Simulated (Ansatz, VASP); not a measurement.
One calculation of Si3N4, two programs

```xyz
14
Lattice="0.0000 3.8650 3.8650 3.8650 0.0000 3.8650 3.8650 3.8650 0.0000" Properties=species:S:1:pos:R:3 pbc="T T T"
Si    2.8987    2.8987    4.8312
Si    2.8987    4.8312    2.8987
Si    4.8312    2.8987    2.8987
Si    4.8312    4.8312    4.8312
Si    1.9325    1.9325    1.9325
Si    0.0000    0.0000    0.0000
N     6.7056    6.7056    6.7056
N     2.9568    4.7731    4.7731
N     4.7731    4.7731    2.9568
N     4.7731    2.9568    4.7731
N     4.8893    4.8893    6.7056
N     4.8893    6.7056    4.8893
N     2.9568    2.9568    2.9568
N     6.7056    4.8893    4.8893
```

Change from the starting cell: strained cell.

Alike in both runs: functional LDA; k mesh 6 × 6 × 6; occupations gaussian, width 0.02 eV; no spin polarisation.

Ansatz relaxed the structure, and its values are those at the end. VASP's run is a single point on that final structure, the one shown.

```csv
,VASP,Ansatz
version,VASP 6.6.1,Ansatz 0.2.0
potentials or method,"VASP PAW LDA potentials, release 64 (Si, N), cutoff 520 eV","scalar-relativistic, plane waves, PAW"
valence electrons in the cell,64,64
```

|  | VASP | Ansatz | Ansatz less VASP |
| --- | --- | --- | --- |
| gap on the k mesh at the Fermi level (eV) | 3.29 | 3.30 | +0.010 |
| least direct gap on the mesh (eV) | 3.33 | 3.34 | +0.013 |
| pressure (GPa) | -4.0 | -4.8 | -0.72 |
| rms of the force components (eV/Å) | 0.006 | 0.000 | -0.0060 |

Ansatz warns that its potentials were made for another functional, while VASP's fit it. LDA's correlation is that of Perdew and Zunger in VASP and of Perdew and Wang (1992) in Ansatz. Ansatz's warnings: stress scf threshold loose.
